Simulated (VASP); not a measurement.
# K3Pd (Pm-3m) in VASP: further runs

Runs on K3Pd. Level: LDA. Tasks: single point, relaxation of cell and atoms.

All numbers are computed with VASP 6.6.1; they aren't measurements. Logs are shortened: lines on timing, memory, paths and dates and some standing lists are left out, and cuts for length are marked.

**1. The cell of the first run**

The structure is cubic, space group Pm-3m (No. 221). The conventional cell has a = 5.082 Å, b = 5.082 Å, c = 5.082 Å, α = 90.00°, β = 90.00°, γ = 90.00°. Within 4.7 Å of K (site symmetry 4/mmm) lie 8 K at 3.59 Å and 4 Pd at 3.59 Å. Within 4.7 Å of Pd (site symmetry m-3m) lie 12 K at 3.59 Å.

**2. Single point, LDA**

INCAR reads:

```
PREC = Accurate
ENCUT = 520
EDIFF = 1E-7
ISMEAR = -1
SIGMA = 0.1
LREAL = F
LASPH = T
NELM = 80
ALGO = Normal
ISIF = 2
LWAVE = F
LCHARG = T
GGA = CA
LELF = T
LVHAR = T
NBANDS = 26
```

KPOINTS reads:

```
Automatic mesh
0
Gamma
  9 9 9
```

POSCAR reads:

```
K3Pd
1.0
    5.0816091408      0.0000000000      0.0000000000
    0.0000000000      5.0816091408      0.0000000000
    0.0000000000      0.0000000000      5.0816091408
K Pd
3 1
Direct
    0.5000000000      0.5000000000      0.0000000000
    0.5000000000      0.0000000000      0.5000000000
    0.0000000000      0.5000000000      0.5000000000
    0.0000000000      0.0000000000      0.0000000000
```

Potentials or basis: VASP PAW LDA potentials, release 64 (K_sv, Pd).

On the command line:

```
> cat potpaw_LDA.64/K_sv/POTCAR potpaw_LDA.64/Pd/POTCAR > POTCAR
> mpirun -np 1 vasp_std > vasp.out
```

OUTCAR:

```text
PREC = Accurate
   ENCUT = 520
   EDIFF = 1E-7
   ISMEAR = -1
   LREAL = F
   LASPH = T
   NELM = 80
   ISIF = 2
   GGA = CA

 ion  position               nearest neighbor table
   1  0.500  0.500  0.000-   2 3.59   3 3.59   4 3.59   2 3.59   3 3.59   2 3.59   4 3.59   2 3.59
                             3 3.59   4 3.59   3 3.59   4 3.59
   2  0.500  0.000  0.500-   1 3.59   3 3.59   4 3.59   1 3.59   4 3.59   1 3.59   3 3.59   1 3.59
                             3 3.59   4 3.59   4 3.59   3 3.59
   3  0.000  0.500  0.500-   1 3.59   2 3.59   4 3.59   1 3.59   4 3.59   2 3.59   4 3.59   4 3.59
                             1 3.59   2 3.59   1 3.59   2 3.59
   4  0.000  0.000  0.000-   1 3.59   2 3.59   3 3.59   2 3.59   3 3.59   1 3.59   3 3.59   3 3.59
                             1 3.59   2 3.59   2 3.59   1 3.59

  LATTYP: Found a simple cubic cell.
 ALAT       =     5.0816091408

  Lattice vectors:

 A1 = (   5.0816091408,   0.0000000000,   0.0000000000)
 A2 = (   0.0000000000,   5.0816091408,   0.0000000000)
 A3 = (   0.0000000000,   0.0000000000,   5.0816091408)

Analysis of symmetry for initial positions (statically):
=====================================================================
 Subroutine PRICEL returns:
 Original cell was already a primitive cell.

 Routine SETGRP: Setting up the symmetry group for a
 simple cubic supercell.

 Subroutine GETGRP returns: Found 48 space group operations
 (whereof 48 operations were pure point group operations)
 out of a pool of 48 trial point group operations.

The static configuration has the point symmetry O_h .

Analysis of symmetry for dynamics (positions and initial velocities):
=====================================================================
 Subroutine PRICEL returns:
 Original cell was already a primitive cell.

 Routine SETGRP: Setting up the symmetry group for a
 simple cubic supercell.

 Subroutine GETGRP returns: Found 48 space group operations
 (whereof 48 operations were pure point group operations)
 out of a pool of 48 trial point group operations.

The dynamic configuration has the point symmetry O_h .

 Subroutine INISYM returns: Found 48 space group operations
 (whereof 48 operations are pure point group operations),
 and found     1 'primitive' translations

----------------------------------------------------------------------------------------

                                     Primitive cell

  volume of cell :     131.2211

  direct lattice vectors                    reciprocal lattice vectors
     5.081609141  0.000000000  0.000000000     0.196788059  0.000000000  0.000000000
     0.000000000  5.081609141  0.000000000     0.000000000  0.196788059  0.000000000
     0.000000000  0.000000000  5.081609141     0.000000000  0.000000000  0.196788059

  length of vectors
     5.081609141  5.081609141  5.081609141     0.196788059  0.196788059  0.196788059

  position of ions in fractional coordinates (direct lattice)
     0.500000000  0.500000000  0.000000000
     0.500000000  0.000000000  0.500000000
     0.000000000  0.500000000  0.500000000
     0.000000000  0.000000000  0.000000000

  ion indices of the primitive-cell ions
   primitive index   ion index
                 1           1
                 2           2
                 3           3
                 4           4

----------------------------------------------------------------------------------------

 KPOINTS: Automatic mesh

Automatic generation of k-mesh.
 Grid dimensions read from file:
 generate k-points for:    9    9    9

 Generating k-lattice:

  Cartesian coordinates                     Fractional coordinates (reciprocal lattice)
     0.021865340  0.000000000  0.000000000     0.111111111  0.000000000  0.000000000
     0.000000000  0.021865340  0.000000000     0.000000000  0.111111111  0.000000000
     0.000000000  0.000000000  0.021865340     0.000000000  0.000000000  0.111111111

  Length of vectors
     0.021865340  0.021865340  0.021865340

  Shift w.r.t. Gamma in fractional coordinates (k-lattice)
     0.000000000  0.000000000  0.000000000

 Subroutine IBZKPT returns following result:
 ===========================================

 Found     35 irreducible k-points:

 Following reciprocal coordinates:
            Coordinates               Weight
  0.000000  0.000000  0.000000      1.000000
  0.111111  0.000000  0.000000      6.000000
  0.222222  0.000000  0.000000      6.000000
  0.333333  0.000000  0.000000      6.000000
  0.444444  0.000000  0.000000      6.000000
  0.111111  0.111111  0.000000     12.000000
[... 16 lines left out ...]
  0.333333  0.333333  0.111111     24.000000
  0.444444  0.333333  0.111111     48.000000
 [... further k-points ...]
   k-points           NKPTS =     35   k-points in BZ     NKDIM =     35   number of bands    NBANDS=     26
   number of dos      NEDOS =    301   number of ions     NIONS =      4
   total plane-waves  NPLWV =  64000
   dimension x,y,z NGX =    40 NGY =   40 NGZ =   40
   dimension x,y,z NGXF=    80 NGYF=   80 NGZF=   80
   ions per type =               3   1
   NGX,Y,Z   is equivalent  to a cutoff of  13.09, 13.09, 13.09 a.u.
   NGXF,Y,Z  is equivalent  to a cutoff of  26.17, 26.17, 26.17 a.u.
 SYSTEM =  unknown system
   PREC   = accura    normal or accurate (medium, high low for compatibility)
   ISTART =      0    job   : 0-new  1-cont  2-samecut
   ICHARG =      2    charge: 1-file 2-atom 10-const
   ISPIN  =      1    spin polarized calculation?
   LNONCOLLINEAR =      F non collinear calculations
   LSORBIT =      F    spin-orbit coupling
   LASPH  =      T    aspherical Exc in radial PAW
   ENCUT  =  520.0 eV  38.22 Ry    6.18 a.u.   9.45  9.45  9.45*2*pi/ulx,y,z
   NELM   =     80;   NELMIN=  2; NELMDL= -5     # of ELM steps
   EDIFF  = 0.1E-06   stopping-criterion for ELM
   LREAL  =      F    real-space projection
   EDIFFG = 0.1E-05   stopping-criterion for IOM
   NSW    =      0    number of steps for IOM
   IBRION =     -1    ionic relax: 0-MD 1-quasi-New 2-CG
   NFREE  =      0    steps in history (QN), initial steepest desc. (CG)
   ISIF   =      2    stress and relaxation
   ISYM   =      2    0-nonsym 1-usesym 2-fastsym
   POTIM  = 0.5000    time-step for ionic-motion
   TEBEG  =    0.0;   TEEND  =   0.0 temperature during run
   PSTRESS=    0.0 pullay stress
   NELECT =      37.0000    total number of electrons
   NUPDOWN=      -1.0000    fix difference up-down
   EMIN   =  10.00;   EMAX   =-10.00  energy-range for DOS
   EFERMI =   0.00;   METHOD = LEGACY
   ISMEAR =    -1;   SIGMA  =   0.10  broadening in eV -4-tet -1-fermi 0-gaus
   EFERMI_NEDOS =   21; number of points for ismear=-14 and -15
   IALGO  =     38    algorithm
   IMIX   =      4    mixing-type and parameters
     AMIX     =   0.40;   BMIX     =  1.00
     AMIX_MAG =   1.60;   BMIX_MAG =  1.00
  volume/ion in A,a.u.               =      32.81       221.38
  Fermi-wavevector in a.u.,A,eV,Ry     =   1.073513  2.028646 15.679777  1.152431
  Thomas-Fermi vector in A             =   2.209315
   LORBIT       =      0    0 simple, 1 ext, 2 COOP (PROOUT), +10 PAW based schemes
   GGA     = CA    functional components
   LHFCALC =     F    Hartree Fock is set to
   AEXX    =    0.0000 exact exchange contribution
   IVDW    =     0    specifies the selected vdW correction
   LEPSILON=     F    determine dielectric tensor
   LRPA    =     F    only Hartree local field effects (RPA)
 non-spin polarized calculation
  energy-cutoff  :      520.00
  volume of cell :      131.22
 maximum number of plane-waves:      3575
 NGX is ok and might be reduce to    40
   NGX = 19   NGY = 19   NGZ = 19

 number of electron      36.9999998 magnetization

 Free energy of the ion-electron system (eV)
  ---------------------------------------------------
  ext. energy  EPLUGINS =         0.00000000
  ---------------------------------------------------
  free energy    TOTEN  =        -8.99787210 eV

  energy without entropy =       -8.92069612  energy(sigma->0) =       -8.95928411

 E-fermi :   1.8650     XC(G=0):  -8.5104

 val. band max:        1.8592947239   @ k =   0.2222   0.0000   0.0000
 cond. band min:       1.8693641537   @ k =   0.1111   0.1111   0.0000
 fundamental gap:      0.0100694298
 Fermi energy:         1.8650144354

 k-point     1 :       0.0000    0.0000    0.0000
  band No.  band energies     occupation
      1     -29.4751      2.00000
      2     -29.3516      2.00000
      3     -29.3516      2.00000
      4     -13.4880      2.00000
      5     -13.4880      2.00000
      6     -13.4880      2.00000
[... 18 lines left out ...]
     25       5.1209      0.00000
     26       5.1209      0.00000

 k-point     2 :       0.1111    0.0000    0.0000
  band No.  band energies     occupation
      1     -29.4718      2.00000
      2     -29.3549      2.00000
      3     -29.3516      2.00000
      4     -13.4794      2.00000
      5     -13.4794      2.00000
      6     -13.4755      2.00000
[... 18 lines left out ...]
     25       5.3485      0.00000
     26       5.3498      0.00000

 k-point     3 :       0.2222    0.0000    0.0000
  band No.  band energies     occupation
      1     -29.4624      2.00000
      2     -29.3642      2.00000
      3     -29.3514      2.00000
      4     -13.4559      2.00000
      5     -13.4559      2.00000
      6     -13.4388      2.00000
[... 18 lines left out ...]
     25       5.5678      0.00000
     26       5.5678      0.00000

 k-point     4 :       0.3333    0.0000    0.0000
  band No.  band energies     occupation
      1     -29.4489      2.00000
      2     -29.3776      2.00000
      3     -29.3513      2.00000
      4     -13.4254      2.00000
      5     -13.4254      2.00000
      6     -13.3816      2.00000
[... 18 lines left out ...]
     25       5.7543      0.00000
     26       5.7543      0.00000

 k-point     5 :       0.4444    0.0000    0.0000
  band No.  band energies     occupation
      1     -29.4361      2.00000
      2     -29.3903      2.00000
      3     -29.3512      2.00000
      4     -13.4023      2.00000
      5     -13.4023      2.00000
      6     -13.3186      2.00000
[... 18 lines left out ...]
     25       5.8731      0.00000
     26       5.8731      0.00000

 k-point     6 :       0.1111    0.1111    0.0000
  band No.  band energies     occupation
      1     -29.4685      2.00000
      2     -29.3564      2.00000
      3     -29.3532      2.00000
      4     -13.4908      2.00000
      5     -13.4707      2.00000
      6     -13.4443      2.00000
[... 427 lines left out ...]
 k-point    21 :       0.3333    0.2222    0.1111
  band No.  band energies     occupation
      1     -29.4362      2.00000
      2     -29.3786      2.00000
      3     -29.3623      2.00000
      4     -13.5367      2.00000
      5     -13.3466      2.00000
      6     -13.2716      2.00000
[... 18 lines left out ...]
     25       5.6742      0.00000
     26       5.9986      0.00000

 k-point    22 :       0.4444    0.2222    0.1111
  band No.  band energies     occupation
      1     -29.4244      2.00000
      2     -29.3900      2.00000
      3     -29.3625      2.00000
      4     -13.5330      2.00000
      5     -13.3178      2.00000
      6     -13.2665      2.00000
[... 18 lines left out ...]
     25       5.7619      0.00000
     26       6.1296      0.00000

 k-point    23 :       0.3333    0.3333    0.1111
  band No.  band energies     occupation
      1     -29.4253      2.00000
      2     -29.3819      2.00000
      3     -29.3695      2.00000
      4     -13.5618      2.00000
      5     -13.3166      2.00000
      6     -13.2724      2.00000
[... 18 lines left out ...]
     25       5.4694      0.00000
     26       6.1280      0.00000

 k-point    24 :       0.4444    0.3333    0.1111
  band No.  band energies     occupation
      1     -29.4140      2.00000
      2     -29.3900      2.00000
      3     -29.3725      2.00000
      4     -13.5725      2.00000
      5     -13.3187      2.00000
      6     -13.2787      2.00000
[... 18 lines left out ...]
     25       5.4347      0.00000
     26       6.2973      0.00000

 [... further k-points ...]

------------------------ aborting loop because EDIFF is reached ----------------------------------------

  FORCE on cell =-STRESS in cart. coord.  units (eV):
  Direction    XX          YY          ZZ          XY          YZ          ZX
  --------------------------------------------------------------------------------------
  -------------------------------------------------------------------------------------
  Total        0.0320631      0.0320631      0.0320631      0.0000000      0.0000000     -0.0000000
  in kB        0.3914830      0.3914830      0.3914830      0.0000000      0.0000000     -0.0000000
  external PRESSURE =       0.3914830 kB  Pullay stress =       0.0000000 kB

 VOLUME and BASIS-vectors are now :
 -----------------------------------------------------------------------------
  energy-cutoff  :      520.00
  volume of cell :      131.22
      direct lattice vectors                 reciprocal lattice vectors
     5.081609141  0.000000000  0.000000000     0.196788059  0.000000000  0.000000000
     0.000000000  5.081609141  0.000000000     0.000000000  0.196788059  0.000000000
     0.000000000  0.000000000  5.081609141     0.000000000  0.000000000  0.196788059

 POSITION                                       TOTAL-FORCE (eV/Angst)
 -----------------------------------------------------------------------------------
      2.54080      2.54080      0.00000         0.000000      0.000000      0.000000
      2.54080      0.00000      2.54080         0.000000      0.000000      0.000000
      0.00000      2.54080      2.54080         0.000000      0.000000      0.000000
      0.00000      0.00000      0.00000         0.000000      0.000000      0.000000
 -----------------------------------------------------------------------------------
    total drift:                               -0.000000     -0.000000     -0.000000

  FREE ENERGIE OF THE ION-ELECTRON SYSTEM (eV)
  ---------------------------------------------------
  free  energy   TOTEN  =        -8.9978721006 eV

  energy  without entropy=       -8.9206961228  energy(sigma->0) =       -8.95928411
```

Wall time 89 s (1 thread of Intel Xeon Platinum 8259CL at 2.50GHz (Skylake/Cascade Lake), shared host); peak memory 0.26 GiB.

What came out:

* Free energy: -8.9979 eV
* Pressure: 0.0 GPa
* Band gap on the k mesh: zero (an odd number of electrons rules out a gap without spin polarisation)

Levels at points of the mesh, in eV from the Fermi level:
```csv
k point,band 14,band 15,band 16,band 17,band 18,band 19,band 20,band 21,band 22,band 23
"(0.00, 0.00, 0.00)",-1.72,-1.72,-1.51,-1.51,-1.51,-0.06,2.90,2.90,3.22,3.22
```

(Part 1 of 2 ends here.)
